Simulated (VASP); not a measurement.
Ca3MgN2:

```xyz
6
Lattice="2.7423 1.5833 3.2953 -2.7423 1.5833 3.2953 0.0000 -3.1666 3.2953" Properties=species:S:1:pos:R:3 pbc="T T T"
Ca   -1.8578    0.0000    4.9429
Ca    0.9289   -1.6089    4.9429
Ca    0.9289    1.6089    4.9429
Mg    0.0000    0.0000    0.0000
N     0.0000    0.0000    3.3115
N     0.0000    0.0000    6.5743
```

The cell was built from a structure type or drawn by symmetry, and may not be a known phase.

```yaml
Program: VASP 6.6.1
Task: relaxation of cell and atoms
Functional: PBE
Potentials_or_basis: VASP PAW PBE potentials, release 64 (Ca_sv, Mg, N)
Cutoff: 600 eV
k_mesh: 6 × 6 × 6
Occupations: gaussian, width 0.1 eV
Spin: no spin polarisation
```

At the start: pressure 27.5 GPa; volume 14.31 Å³/atom.

**Question.** How do energy, volume and symmetry change on relaxing?

**Answer.** Over 16 steps the energy falls by 809.4 meV/atom and the volume is 19.49 Å³/atom (+36.2 %); space group R32 (No. 155, to 0.1 Å) before and after.

The path:
| step | energy change (eV) | largest force (eV/Å) | pressure (GPa) | volume (Å³) |
| --- | --- | --- | --- | --- |
| 1 | 0.0000 | 3.0555 | 27.50 | 85.85 |
| 2 | -3.3621 | 1.4363 | -0.95 | 120.08 |
| 3 | -3.4064 | 1.2551 | -2.94 | 125.81 |
| 4 | -4.1149 | 1.0675 | -2.40 | 124.24 |
| 5 | -4.5892 | 0.8401 | -1.08 | 121.70 |
| 6 | -4.2370 | 1.9330 | 5.33 | 114.16 |
| 7 | -4.6805 | 0.8045 | 0.61 | 119.37 |
| 8 | -4.8093 | 0.3626 | 0.09 | 120.75 |
| 9 | -4.8094 | 0.3522 | 0.08 | 120.78 |
| 10 | -4.8285 | 0.2003 | -0.60 | 121.14 |
| 11 | -4.8348 | 0.0507 | -1.29 | 121.54 |
| 12 | -4.8463 | 0.0532 | -0.93 | 120.04 |
| 13 | -4.8535 | 0.0772 | 0.40 | 115.60 |
| 14 | -4.8559 | 0.0665 | -0.07 | 117.09 |
| 15 | -4.8559 | 0.0673 | -0.04 | 117.00 |
| 16 | -4.8563 | 0.0309 | 0.00 | 116.96 |

Final structure:
```yaml
crystal:
  lattice:
    - [3.35892, 1.93928, 2.99267]
    - [-3.35892, 1.93928, 2.99267]
    - [0.00000, -3.87855, 2.99267]
  atoms:
    - { symbol: Ca, position: [0.23833, 0.76167, 0.50000] }
    - { symbol: Ca, position: [0.50000, 0.23833, 0.76167] }
    - { symbol: Ca, position: [0.76167, 0.50000, 0.23833] }
    - { symbol: Mg, position: [0.00000, 0.00000, 0.00000] }
    - { symbol: N, position: [0.30779, 0.30779, 0.30779] }
    - { symbol: N, position: [0.69221, 0.69221, 0.69221] }
```

Caveat: the volume moved by over 15 % at a fixed basis, so the end points are rough.
